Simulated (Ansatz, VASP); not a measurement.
**One calculation of Eu, two programs**

```
Eu
1.0
     0.00000    2.78930    2.78930
     2.78930    0.00000    2.78930
     2.78930    2.78930    0.00000
Eu
1
Direct
  0.00000 0.00000 0.00000
```

Alike in both runs: task single point; functional PBE; k mesh 9 × 9 × 9; occupations fermi-dirac, width 0.08 eV; collinear spin; Hubbard terms Eu f U = 8.0 eV.

|  | VASP | Ansatz |
| --- | --- | --- |
| version | VASP 6.6.1 | Ansatz 0.2.0 |
| potentials or method | VASP PAW PBE potentials, release 64 (Eu), cutoff 520 eV | all-electron LAPW, scalar-relativistic |

Ansatz gave:

| Item | Value |
| --- | --- |
| pressure (GPa) | 1.5 |
| net moment per atom (μB) | 7.50 |
| size of the moment on the site where the two differ most (μB) | 7.36 |

Which values does VASP return?

Pressure (GPa): 1.9; net moment per atom (μB): 7.42; size of the moment on the site where the two differ most (μB): 6.85.

Site moments also hang on the region over which each program counts them. The programs project onto different local orbitals, so the same U acts differently, and such runs can settle in different states. Ansatz ran all-electron here, and VASP with PAW potentials. Ansatz's warnings: filled band counts differ across k points.

Spin-orbit coupling is off throughout.
